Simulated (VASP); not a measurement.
# AlN (Pm) in VASP: notebook, part 2 of 2

VASP 6.6.1.

## 5. Single point, LDA (atom 1 (Al) moved by +0.496 Å along [1 0 0] and -0.372 Å along [1 2 0])

Contents of INCAR:

```
SYSTEM = AlN
PREC     = Accurate       ! precision mode
ENCUT    = 520            ! plane-wave cutoff, eV
EDIFF    = 1E-6           ! SCF threshold, eV
ISMEAR   = 0              ! smearing method
SIGMA    = 0.05           ! smearing width, eV
LREAL    = .False.        ! projectors in reciprocal space
LASPH    = .True.         ! aspherical terms in the spheres
NELM     = 100            ! most SCF steps
ALGO     = Normal         ! electronic algorithm
ISIF     = 2              ! what is computed and relaxed
LWAVE    = .False.        ! write WAVECAR
LCHARG   = .False.        ! write CHGCAR
GGA      = CA             ! functional
NBANDS   = 26             ! bands
```

Contents of KPOINTS:

```
regular mesh
0
Gamma
  8 6 4
  0 0 0
```

Contents of POSCAR:

```
AlN
1.0
   -1.6378403119      2.8368226349      0.0000000000
    0.0000000000      0.0000000000      4.1006264518
    4.9135209358      2.8368226349      0.0000000000
Al N
4 4
Direct
    0.3259410743      0.7500000000      0.2095929669
    1.0000000000      0.7500000000      0.6666666667
    0.0000000000      0.2500000000      0.3333333333
    0.5000000000      0.2500000000      0.8333333333
    0.5000000000      0.2500000000      0.1666666667
    1.0000000000      0.2500000000      0.6666666667
    0.0000000000      0.7500000000      0.3333333333
    0.5000000000      0.7500000000      0.8333333333
```

Potentials or basis: VASP PAW LDA potentials, release 64 (Al, N).

Started as:

```bash
$ cat potpaw_LDA.64/Al/POTCAR potpaw_LDA.64/N/POTCAR > POTCAR
$ mpirun -np 1 vasp_std > vasp.out
```

OUTCAR:

```text
SYSTEM = AlN
   PREC = Accurate
   ENCUT = 520
   EDIFF = 1E-6
   ISMEAR = 0
   LREAL = .False.
   LASPH = .True.
   NELM = 100
   ISIF = 2
   GGA = CA

 ion  position               nearest neighbor table
   1  0.326  0.750  0.210-   7 1.28   5 2.14   5 2.14   8 2.21   7 2.32   3 2.42   3 2.42   2 2.80
                             4 3.01   4 3.01   3 3.09   3 3.09   2 3.26
   2  0.000  0.750  0.667-   8 1.89   8 1.89   7 1.89   6 2.05   6 2.05   4 2.79   4 2.79   4 2.79
                             4 2.79   3 2.79   3 2.79   1 2.80   1 3.26
   3  0.000  0.250  0.333-   5 1.89   5 1.89   6 1.89   7 2.05   7 2.05   1 2.42   1 2.42   2 2.79
                             2 2.79   1 3.09   1 3.09   4 3.28   4 3.28   4 3.28   4 3.28
   4  0.500  0.250  0.833-   6 1.89   6 1.89   5 1.89   8 2.05   8 2.05   2 2.79   2 2.79   2 2.79
                             2 2.79   1 3.01   1 3.01   3 3.28   3 3.28   3 3.28   3 3.28
   5  0.500  0.250  0.167-   3 1.89   3 1.89   4 1.89   1 2.14   1 2.14
   6  0.000  0.250  0.667-   4 1.89   4 1.89   3 1.89   2 2.05   2 2.05
   7  0.000  0.750  0.333-   1 1.28   2 1.89   3 2.05   3 2.05   1 2.32
   8  0.500  0.750  0.833-   2 1.89   2 1.89   4 2.05   4 2.05   1 2.21

 -----------------------------------------------------------------------------
|                                                                             |
|           W    W    AA    RRRRR   N    N  II  N    N   GGGG   !!!           |
|           W    W   A  A   R    R  NN   N  II  NN   N  G    G  !!!           |
|           W    W  A    A  R    R  N N  N  II  N N  N  G       !!!           |
|           W WW W  AAAAAA  RRRRR   N  N N  II  N  N N  G  GGG   !            |
|           WW  WW  A    A  R   R   N   NN  II  N   NN  G    G                |
|           W    W  A    A  R    R  N    N  II  N    N   GGGG   !!!           |
|                                                                             |
|     The distance between some ions is very small. Please check the          |
|     nearest-neighbor list in the OUTCAR file.                               |
|     I HOPE YOU KNOW WHAT YOU ARE DOING!                                     |
|                                                                             |
 -----------------------------------------------------------------------------

  LATTYP: Found a simple orthorhombic cell.
 ALAT       =     3.2756806238
 B/A-ratio  =     1.2518395176
 C/A-ratio  =     1.7320508076

  Lattice vectors:

 A1 = (  -1.6378403119,   2.8368226349,   0.0000000000)
 A2 = (   0.0000000000,   0.0000000000,   4.1006264518)
 A3 = (   4.9135209358,   2.8368226349,   0.0000000000)

Analysis of symmetry for initial positions (statically):
=====================================================================
 Subroutine PRICEL returns:
 Original cell was already a primitive cell.

 Routine SETGRP: Setting up the symmetry group for a
 simple orthorhombic supercell.

 Subroutine GETGRP returns: Found  2 space group operations
 (whereof  1 operations were pure point group operations)
 out of a pool of  8 trial point group operations.

The static configuration has the point symmetry C_1 .
 The point group associated with its full space group is C_1h.

Analysis of symmetry for dynamics (positions and initial velocities):
=====================================================================
 Subroutine PRICEL returns:
 Original cell was already a primitive cell.

 Routine SETGRP: Setting up the symmetry group for a
 simple orthorhombic supercell.

 Subroutine GETGRP returns: Found  2 space group operations
 (whereof  1 operations were pure point group operations)
 out of a pool of  8 trial point group operations.

[... 96 lines left out ...]
   number of dos      NEDOS =    301   number of ions     NIONS =      8
   total plane-waves  NPLWV =  30240
   dimension x,y,z NGX =    24 NGY =   30 NGZ =   42
   dimension x,y,z NGXF=    48 NGYF=   60 NGZF=   84
   ions per type =               4   4
   NGX,Y,Z   is equivalent  to a cutoff of  12.18, 12.16, 12.31 a.u.
   NGXF,Y,Z  is equivalent  to a cutoff of  24.36, 24.32, 24.61 a.u.
 SYSTEM =  AlN
   PREC   = accura    normal or accurate (medium, high low for compatibility)
   ISTART =      0    job   : 0-new  1-cont  2-samecut
   ICHARG =      2    charge: 1-file 2-atom 10-const
   ISPIN  =      1    spin polarized calculation?
   LNONCOLLINEAR =      F non collinear calculations
   LSORBIT =      F    spin-orbit coupling
   LASPH  =      T    aspherical Exc in radial PAW
   ENCUT  =  520.0 eV  38.22 Ry    6.18 a.u.   6.09  7.62 10.55*2*pi/ulx,y,z
   NELM   =    100;   NELMIN=  2; NELMDL= -5     # of ELM steps
   EDIFF  = 0.1E-05   stopping-criterion for ELM
   LREAL  =      F    real-space projection
   EDIFFG = 0.1E-04   stopping-criterion for IOM
   NSW    =      0    number of steps for IOM
   IBRION =     -1    ionic relax: 0-MD 1-quasi-New 2-CG
   NFREE  =      0    steps in history (QN), initial steepest desc. (CG)
   ISIF   =      2    stress and relaxation
   ISYM   =      2    0-nonsym 1-usesym 2-fastsym
   POTIM  = 0.5000    time-step for ionic-motion
   TEBEG  =    0.0;   TEEND  =   0.0 temperature during run
   PSTRESS=    0.0 pullay stress
   NELECT =      32.0000    total number of electrons
   NUPDOWN=      -1.0000    fix difference up-down
   EMIN   =  10.00;   EMAX   =-10.00  energy-range for DOS
   EFERMI =   0.00;   METHOD = LEGACY
   ISMEAR =     0;   SIGMA  =   0.05  broadening in eV -4-tet -1-fermi 0-gaus
   EFERMI_NEDOS =   21; number of points for ismear=-14 and -15
   IALGO  =     38    algorithm
   IMIX   =      4    mixing-type and parameters
     AMIX     =   0.40;   BMIX     =  1.00
     AMIX_MAG =   1.60;   BMIX_MAG =  1.00
  volume/ion in A,a.u.               =       9.53        64.29
  Fermi-wavevector in a.u.,A,eV,Ry     =   1.225896  2.316607 20.447110  1.502820
  Thomas-Fermi vector in A             =   2.360917
   LORBIT       =      0    0 simple, 1 ext, 2 COOP (PROOUT), +10 PAW based schemes
   GGA     = CA    functional components
   LHFCALC =     F    Hartree Fock is set to
   AEXX    =    0.0000 exact exchange contribution
   IVDW    =     0    specifies the selected vdW correction
   LEPSILON=     F    determine dielectric tensor
   LRPA    =     F    only Hartree local field effects (RPA)
 non-spin polarized calculation
 Gauss-broadening in eV      SIGMA  =   0.05
  energy-cutoff  :      520.00
  volume of cell :       76.21
 maximum number of plane-waves:      2088
   NGX = 13   NGY = 15   NGZ = 21

 number of electron      32.0000003 magnetization

 Free energy of the ion-electron system (eV)
  ---------------------------------------------------
  ext. energy  EPLUGINS =         0.00000000
  ---------------------------------------------------
  free energy    TOTEN  =       -56.20352345 eV

  energy without entropy =      -56.20352345  energy(sigma->0) =      -56.20352345

 E-fermi :   8.2239     XC(G=0): -11.6438

 val. band max:        7.9319803343   @ k =   0.0000   0.0000   0.0000
 cond. band min:      11.1618263706   @ k =   0.0000   0.0000   0.0000
 fundamental gap:      3.2298460362
 Fermi energy:         8.2239450765

 k-point     1 :       0.0000    0.0000    0.0000
  band No.  band energies     occupation
      1      -8.9720      2.00000
      2      -6.9147      2.00000
      3      -5.7412      2.00000
      4      -4.6352      2.00000
      5       0.7017      2.00000
      6       1.3386      2.00000
[... 685 lines left out ...]
     25      18.0922      0.00000
     26      18.2338      0.00000

 [... further k-points ...]
[... 5 lines left out ...]
  --------------------------------------------------------------------------------------
  -------------------------------------------------------------------------------------
  Total       39.1469562      8.0118125      1.0431928    -20.4893705      0.0000000      0.0000000
  in kB      822.9901596    168.4330921     21.9311405   -430.7499724      0.0000000      0.0000000
  external PRESSURE =     337.7847974 kB  Pullay stress =       0.0000000 kB

 VOLUME and BASIS-vectors are now :
 -----------------------------------------------------------------------------
  energy-cutoff  :      520.00
  volume of cell :       76.21
      direct lattice vectors                 reciprocal lattice vectors
    -1.637840312  2.836822635  0.000000000    -0.152640033  0.264380293  0.000000000
     0.000000000  0.000000000  4.100626452     0.000000000  0.000000000  0.243865178
     4.913520936  2.836822635  0.000000000     0.152640033  0.088126764  0.000000000

 POSITION                                       TOTAL-FORCE (eV/Angst)
 -----------------------------------------------------------------------------------
      0.49600      1.51922      3.07547       -40.391419     19.996847      0.000000
      3.27568      1.89122      3.07547         1.010949      0.148570      0.000000
      1.63784      0.94561      1.02516         1.357589     -1.120592      0.000000
      3.27568      3.78243      1.02516         0.196947      0.326161      0.000000
      0.00000      1.89122      1.02516         1.628902     -0.584209      0.000000
      3.27568      1.89122      1.02516        -0.602329     -0.340163      0.000000
      1.63784      0.94561      3.07547        35.896889    -18.078758      0.000000
      3.27568      3.78243      3.07547         0.902471     -0.347857      0.000000
 -----------------------------------------------------------------------------------
    total drift:                                0.000445      0.000068     -0.000000

  FREE ENERGIE OF THE ION-ELECTRON SYSTEM (eV)
  ---------------------------------------------------
  free  energy   TOTEN  =       -56.2035234485 eV

  energy  without entropy=      -56.2035234485  energy(sigma->0) =      -56.20352345
```

Wall time 82 s (1 thread of Intel Xeon 6975P-C, shared host); peak memory 0.22 GiB.

Results:

| Property | Result |
| --- | --- |
| Free energy | -56.2035 eV |
| Pressure | 33.8 GPa |
| Largest force | 45.070 eV/Å |
| Band gap on the k mesh | 3.23 eV, direct |

Forces in eV/Å, atoms in the order of the input:
```
Al  -40.391  19.997   0.000
Al    1.011   0.149   0.000
Al    1.358  -1.121   0.000
Al    0.197   0.326   0.000
N     1.629  -0.584   0.000
N    -0.602  -0.340   0.000
N    35.897 -18.079   0.000
N     0.902  -0.348   0.000
```

Caveat: the cell differs from its parent crystal (atom 1 (Al) moved by +0.496 Å along [1 0 0] and -0.372 Å along [1 2 0]); forces of over 1 eV/Å act on the atoms, so gaps and moduli don't describe the material at rest.

## 6. Single point, LDA (atom 1 (Al) moved by -0.372 Å along [1 0 0] and -0.496 Å along [1 2 0])

Contents of INCAR:

```
PREC = Accurate ; ENCUT = 520
EDIFF = 1E-7 ; ISMEAR = 0
SIGMA = 0.05 ; LREAL = F
LASPH = T ; NELM = 80
ALGO = Normal ; ISIF = 2
LWAVE = F ; LCHARG = F
GGA = CA ; NBANDS = 26
```

Contents of KPOINTS:

```
Automatic mesh
0
Gamma
  8 6 4
```

Changes to POSCAR since step 5:

```diff
@@ -8,3 +8,3 @@
 Direct
-    0.3259410743      0.7500000000      0.2095929669
+    0.4256494670      0.7500000000      0.0661736991
     1.0000000000      0.7500000000      0.6666666667
```

Potentials or basis: VASP PAW LDA potentials, release 64 (Al, N).

Started as:

```bash
$ cat potpaw_LDA.64/Al/POTCAR potpaw_LDA.64/N/POTCAR > POTCAR
$ mpirun -np 1 vasp_std > vasp.out
```

OUTCAR:

```text
PREC = Accurate
   ENCUT = 520
   EDIFF = 1E-7
   ISMEAR = 0
   LREAL = F
   LASPH = T
   NELM = 80
   ISIF = 2
   GGA = CA

 ion  position               nearest neighbor table
   1  0.426  0.750  0.066-   8 1.34   7 2.06   5 2.14   5 2.14   7 2.42   4 2.45   4 2.45   2 2.66
                             3 2.91   3 2.91   2 2.95   3 3.17   3 3.17
   2  0.000  0.750  0.667-   8 1.89   8 1.89   7 1.89   6 2.05   6 2.05   1 2.66   4 2.79   4 2.79
                             4 2.79   4 2.79   3 2.79   3 2.79   1 2.95
   3  0.000  0.250  0.333-   5 1.89   5 1.89   6 1.89   7 2.05   7 2.05   2 2.79   2 2.79   1 2.91
                             1 2.91   1 3.17   1 3.17   4 3.28   4 3.28   4 3.28   4 3.28
   4  0.500  0.250  0.833-   6 1.89   6 1.89   5 1.89   8 2.05   8 2.05   1 2.45   1 2.45   2 2.79
                             2 2.79   2 2.79   2 2.79   3 3.28   3 3.28   3 3.28   3 3.28
   5  0.500  0.250  0.167-   3 1.89   3 1.89   4 1.89   1 2.14   1 2.14
   6  0.000  0.250  0.667-   4 1.89   4 1.89   3 1.89   2 2.05   2 2.05
   7  0.000  0.750  0.333-   2 1.89   3 2.05   3 2.05   1 2.06   1 2.42
   8  0.500  0.750  0.833-   1 1.34   2 1.89   2 1.89   4 2.05   4 2.05

  LATTYP: Found a simple orthorhombic cell.
 ALAT       =     3.2756806238
 B/A-ratio  =     1.2518395176
 C/A-ratio  =     1.7320508076

  Lattice vectors:

 A1 = (  -1.6378403119,   2.8368226349,   0.0000000000)
 A2 = (   0.0000000000,   0.0000000000,   4.1006264518)
 A3 = (   4.9135209358,   2.8368226349,   0.0000000000)

Analysis of symmetry for initial positions (statically):
=====================================================================
 Subroutine PRICEL returns:
 Original cell was already a primitive cell.

 Routine SETGRP: Setting up the symmetry group for a
 simple orthorhombic supercell.

 Subroutine GETGRP returns: Found  2 space group operations
 (whereof  1 operations were pure point group operations)
 out of a pool of  8 trial point group operations.

The static configuration has the point symmetry C_1 .
 The point group associated with its full space group is C_1h.

Analysis of symmetry for dynamics (positions and initial velocities):
[... 146 lines left out ...]
  Fermi-wavevector in a.u.,A,eV,Ry     =   1.225896  2.316607 20.447110  1.502820
  Thomas-Fermi vector in A             =   2.360917
   LORBIT       =      0    0 simple, 1 ext, 2 COOP (PROOUT), +10 PAW based schemes
   GGA     = CA    functional components
   LHFCALC =     F    Hartree Fock is set to
   AEXX    =    0.0000 exact exchange contribution
   IVDW    =     0    specifies the selected vdW correction
   LEPSILON=     F    determine dielectric tensor
   LRPA    =     F    only Hartree local field effects (RPA)
 non-spin polarized calculation
 Gauss-broadening in eV      SIGMA  =   0.05
  energy-cutoff  :      520.00
  volume of cell :       76.21
 maximum number of plane-waves:      2088
   NGX = 13   NGY = 15   NGZ = 21

 number of electron      32.0000003 magnetization

 Free energy of the ion-electron system (eV)
  ---------------------------------------------------
  ext. energy  EPLUGINS =         0.00000000
  ---------------------------------------------------
  free energy    TOTEN  =       -57.71460225 eV

  energy without entropy =      -57.71460225  energy(sigma->0) =      -57.71460225

 E-fermi :   8.8891     XC(G=0): -11.6588

 val. band max:        8.6739211608   @ k =  -0.0000   0.0000   0.5000
 cond. band min:      10.2303970245   @ k =   0.0000   0.0000   0.0000
 fundamental gap:      1.5564758637
 Fermi energy:         8.8891386544

 k-point     1 :       0.0000    0.0000    0.0000
  band No.  band energies     occupation
      1      -9.6716      2.00000
      2      -6.5936      2.00000
      3      -6.2649      2.00000
      4      -3.9808      2.00000
      5       0.1557      2.00000
      6       1.4840      2.00000
[... 685 lines left out ...]
     25      17.8238      0.00000
     26      18.0607      0.00000

 [... further k-points ...]
[... 5 lines left out ...]
  --------------------------------------------------------------------------------------
  -------------------------------------------------------------------------------------
  Total       32.9005387      3.8627532      1.0113285     11.9302053      0.0000000      0.0000000
  in kB      691.6711336     81.2070261     21.2612545    250.8098337      0.0000000      0.0000000
  external PRESSURE =     264.7131381 kB  Pullay stress =       0.0000000 kB

 VOLUME and BASIS-vectors are now :
 -----------------------------------------------------------------------------
  energy-cutoff  :      520.00
  volume of cell :       76.21
      direct lattice vectors                 reciprocal lattice vectors
    -1.637840312  2.836822635  0.000000000    -0.152640033  0.264380293  0.000000000
     0.000000000  0.000000000  4.100626452     0.000000000  0.000000000  0.243865178
     4.913520936  2.836822635  0.000000000     0.152640033  0.088126764  0.000000000

 POSITION                                       TOTAL-FORCE (eV/Angst)
 -----------------------------------------------------------------------------------
     -0.37200      1.39522      3.07547        33.531294     14.490943      0.000000
      3.27568      1.89122      3.07547        -2.901835     -1.985262      0.000000
      1.63784      0.94561      1.02516        -0.528317     -0.557982      0.000000
      3.27568      3.78243      1.02516        -0.769876      0.078666      0.000000
      0.00000      1.89122      1.02516        -2.089084     -1.946374      0.000000
      3.27568      1.89122      1.02516         1.232650      0.693444      0.000000
      1.63784      0.94561      3.07547        -1.216551     -0.505985      0.000000
      3.27568      3.78243      3.07547       -27.258281    -10.267449      0.000000
 -----------------------------------------------------------------------------------
    total drift:                                0.000646      0.000423     -0.000000

  FREE ENERGIE OF THE ION-ELECTRON SYSTEM (eV)
  ---------------------------------------------------
  free  energy   TOTEN  =       -57.7146022528 eV

  energy  without entropy=      -57.7146022528  energy(sigma->0) =      -57.71460225
```

OSZICAR:

```text
N       E                     dE             d eps       ncg     rms          rms(c)
DAV:   1     0.112548848640E+03    0.11255E+03   -0.15075E+04  3752   0.112E+03
DAV:   2    -0.605233138674E+02   -0.17307E+03   -0.16116E+03  4972   0.226E+02
DAV:   3    -0.694653353033E+02   -0.89420E+01   -0.88833E+01  5020   0.530E+01
DAV:   4    -0.695383674356E+02   -0.73032E-01   -0.72975E-01  4630   0.543E+00
DAV:   5    -0.695392888531E+02   -0.92142E-03   -0.92111E-03  5008   0.596E-01    0.189E+01
DAV:   6    -0.580864399931E+02    0.11453E+02   -0.33058E+01  4612   0.317E+01    0.724E+00
DAV:   7    -0.578576200669E+02    0.22882E+00   -0.18212E+00  4868   0.731E+00    0.400E+00
DAV:   8    -0.577374274809E+02    0.12019E+00   -0.11268E-01  4684   0.228E+00    0.146E+00
DAV:   9    -0.577149610131E+02    0.22466E-01   -0.26875E-02  4936   0.113E+00    0.340E-01
DAV:  10    -0.577147447248E+02    0.21629E-03   -0.46251E-03  4540   0.458E-01    0.212E-01
DAV:  11    -0.577146043369E+02    0.14039E-03   -0.61270E-04  4776   0.185E-01    0.995E-02
DAV:  12    -0.577146072968E+02   -0.29599E-05   -0.20003E-04  4374   0.848E-02    0.305E-02
DAV:  13    -0.577146021860E+02    0.51108E-05   -0.17094E-05  4926   0.327E-02    0.110E-02
DAV:  14    -0.577146023400E+02   -0.15400E-06   -0.40246E-06  4362   0.111E-02    0.431E-03
DAV:  15    -0.577146022528E+02    0.87158E-07   -0.62501E-07  4788   0.540E-03
   1 F= -.57714602E+02 E0= -.57714602E+02  d E =-.132660E-11
```

stdout:

```text
POSCAR found type information on POSCAR AlN
 POSCAR found :  2 types and       8 ions
 scaLAPACK will be used
 LDA part: xc-table for (Slater(with rela. corr.)+CA(PZ))
 , standard interpolation
 POSCAR, INCAR and KPOINTS ok, starting setup
 FFT: planning ... GRIDC
 FFT: planning ... GRID_SOFT
 FFT: planning ... GRID
 WAVECAR not read
 entering main loop
```

It took 86 s on 1 thread of Intel Xeon 6975P-C, shared host; peak memory 0.22 GiB.

What came out:

```yaml
Free_energy: -57.7146 eV
Pressure: 26.5 GPa
Largest_force: 36.529 eV/Å
Band_gap_on_the_k_mesh: 1.56 eV, indirect (least direct gap 1.62 eV)
```

Forces on the atoms (eV/Å):
```
Al   33.531  14.491   0.000
Al   -2.902  -1.985   0.000
Al   -0.528  -0.558   0.000
Al   -0.770   0.079   0.000
N    -2.089  -1.946   0.000
N     1.233   0.693   0.000
N    -1.217  -0.506   0.000
N   -27.258 -10.267   0.000
```

Caveat: the cell differs from its parent crystal (atom 1 (Al) moved by -0.372 Å along [1 0 0] and -0.496 Å along [1 2 0]); forces of over 1 eV/Å act on the atoms, so gaps and moduli don't describe the material at rest. A k mesh can miss the band edges.
